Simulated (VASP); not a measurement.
A run of VASP 6.6.1 is set up as follows.

The input INCAR:

```
SYSTEM = SnO2
  PREC = Accurate
  ENCUT = 520
  EDIFF = 1E-6
  ISMEAR = 0
  SIGMA = 0.05
  LREAL = .FALSE.
  LASPH = .TRUE.
  NELM = 60
  ALGO = Normal
  ISIF = 2
  LWAVE = .FALSE.
  LCHARG = .FALSE.
  GGA = PE
  NBANDS = 35
```

File KPOINTS:

```
Automatic mesh
0
G
  6 6 10
  0 0 0
```

Contents of POSCAR:

```
SnO2
1.0
    4.8657570060      0.0000000000      0.0000000000
    0.0000000000      4.8657707774      0.0000000000
    0.0000000000      0.0000000000      3.4425230818
Sn O
2 4
Direct
    0.5000000000      0.5000000000      0.5000000000
    0.0000000000      0.0000000000      0.0000000000
    0.3081549661      0.3081658879      0.0000000000
    0.8081549661      0.1918341121      0.5000000000
    0.1918450339      0.8081658879      0.5000000000
    0.6918450339      0.6918341121      0.0000000000
```

Potentials or basis: VASP PAW PBE potentials, release 64 (Sn_d, O).

Launch:

```console
$ cat potpaw_PBE.64/Sn_d/POTCAR potpaw_PBE.64/O/POTCAR > POTCAR
$ mpirun -np 1 vasp_std > vasp.out
```

Question: What does it give for the largest force?

Answer: 0.005 eV/Å.

Question: Estimate the band gap on the k mesh.

Answer: 0.07 eV (least direct gap 0.29 eV).

Question: What does it give for the pressure?

Answer: -12.0 GPa.

Stress tensor (GPa, compression positive):
```
 -8.38   0.00   0.00
  0.00  -8.38   0.00
  0.00   0.00 -19.34
```

Caveat: the cell stands under tension; spin-orbit coupling is left out, which moves the levels of the heavy elements. A k mesh can miss the band edges.
